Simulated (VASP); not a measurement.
A run of VASP 6.6.1 is set up as follows.

The input INCAR:

```
PREC     = Accurate       # precision mode
ENCUT    = 520            # plane-wave cutoff, eV
EDIFF    = 1E-7           # SCF threshold, eV
ISMEAR   = 0              # smearing method
SIGMA    = 0.05           # smearing width, eV
LREAL    = F              # projectors in reciprocal space
LASPH    = T              # aspherical terms in the spheres
NELM     = 80             # most SCF steps
ALGO     = Normal         # electronic algorithm
ISIF     = 2              # what is computed and relaxed
LWAVE    = F              # write WAVECAR
LCHARG   = T              # write CHGCAR
GGA      = CA             # functional
LELF     = T              # ELF
LVHAR    = T            
NBANDS   = 46             # bands
```

Contents of KPOINTS:

```
regular mesh
0
Gamma
  8 6 6
```

Contents of POSCAR:

```
GaN
1.0
   -3.1515767111      0.0000000000      0.0000000000
    0.0000000000      0.0000000000     -5.1382481593
    0.0000000000     -5.4586909876      0.0000000000
Ga N
4 4
Direct
    0.5000000000     -0.0018241905      0.1692792081
    0.0000000000     -0.0038891260      0.6640603149
    0.0000000000      0.4961108740      0.3359396851
    0.5000000000      0.4981758095      0.8307207919
    0.5000000000      0.6415299363      0.1670632228
    0.0000000000      0.6424881674      0.6663081758
    0.0000000000      0.1424881674      0.3336918242
    0.5000000000      0.1415299363      0.8329367772
```

Potentials or basis: VASP PAW LDA potentials, release 64 (Ga_d, N).

The run is started by

```bash
$ cat potpaw_LDA.64/Ga_d/POTCAR potpaw_LDA.64/N/POTCAR > POTCAR
$ mpirun -np 1 vasp_std > vasp.out
```

What does it give for the largest force?

2.079 eV/Å.

Estimate the band gap on the k mesh.

2.01 eV.

Estimate the pressure.

2.6 GPa.

Stress tensor (GPa, compression positive):
```
-3.20  0.00  0.00
 0.00 -3.22  0.00
 0.00  0.00 14.11
```

Caveat: the cell differs from its parent crystal (mode 11 frozen in at -0.015 Å and mode 13 at -0.091 Å (largest displacements)); forces of over 1 eV/Å act on the atoms, so gaps and moduli don't describe the material at rest.
